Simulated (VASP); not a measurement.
Set up this calculation in VASP 6.6.1, as the native input.

* Task: relaxation of cell and atoms
* Functional: PBEsol
* Potentials or basis: VASP PAW PBE potentials, release 64 (Sn_d, Se)
* Cutoff: 600 eV
* k mesh: 7 × 7 × 4
* Occupations: gaussian, width 0.01 eV
* Spin: no spin polarisation
* Dipole correction: no
* Further INCAR settings: ALGO = Normal; EDIFF = 1e-06; IBRION = 2; EDIFFG = -0.01; NSW = 80; ISIF = 3

The structure of SnSe2 lies in POSCAR:

```
SnSe2
1.0
    3.8200000000      0.0000000000      0.0000000000
   -1.9100000000      3.3082170425      0.0000000000
    0.0000000000      0.0000000000      6.1120000000
Sn Se
1 2
Direct
    0.0000000000      0.0000000000      0.0000000000
    0.3333333333      0.6666666667      0.2500000000
    0.6666666667      0.3333333333      0.7500000000
```

One way to write it, as run:

INCAR

```
PREC = Accurate ; ENCUT = 600
EDIFF = 1E-6 ; ISMEAR = 0
SIGMA = 0.01 ; LREAL = F
LASPH = T ; NELM = 100
ALGO = Normal ; ISIF = 3
LWAVE = F ; LCHARG = F
GGA = PS ; IBRION = 2
NSW = 80 ; EDIFFG = -0.01
```

KPOINTS

```
regular mesh
0
Gamma
  7 7 4
```

Potentials or basis: VASP PAW PBE potentials, release 64 (Sn_d, Se).

Command:

```bash
$ cat potpaw_PBE.64/Sn_d/POTCAR potpaw_PBE.64/Se/POTCAR > POTCAR
$ mpirun -np 1 vasp_std > vasp.out
```

Results of the run:

```json
{
 "Relaxed volume": "25.92 Å³/atom",
 "Relaxed cell": "a = 3.822 Å, b = 3.822 Å, c = 6.145 Å, α = 90.00°, β = 90.00°, γ = 120.00°",
 "Space group after relaxing (to 0.05 Å)": "P-3m1 (No. 164)",
 "Energy gained by relaxing": "11.3 meV/atom",
 "Ionic steps": "22",
 "Pressure after relaxing": "0.0 GPa",
 "Band gap on the k mesh": "0.65 eV, indirect (least direct gap 0.95 eV)"
}
```

Caveat: the PAW data sets were made with another functional, which shifts forces and pressure a little; spin-orbit coupling is left out, which moves the levels of the heavy elements; this functional lacks dispersion, which binds the layers, so the pressure and a relaxed spacing across them are unreliable.

Wall time 7.3 min on 1 thread of Intel(R) Xeon(R) Platinum 8488C (Sapphire Rapids), with other jobs on the host, peak memory 0.25 GiB.
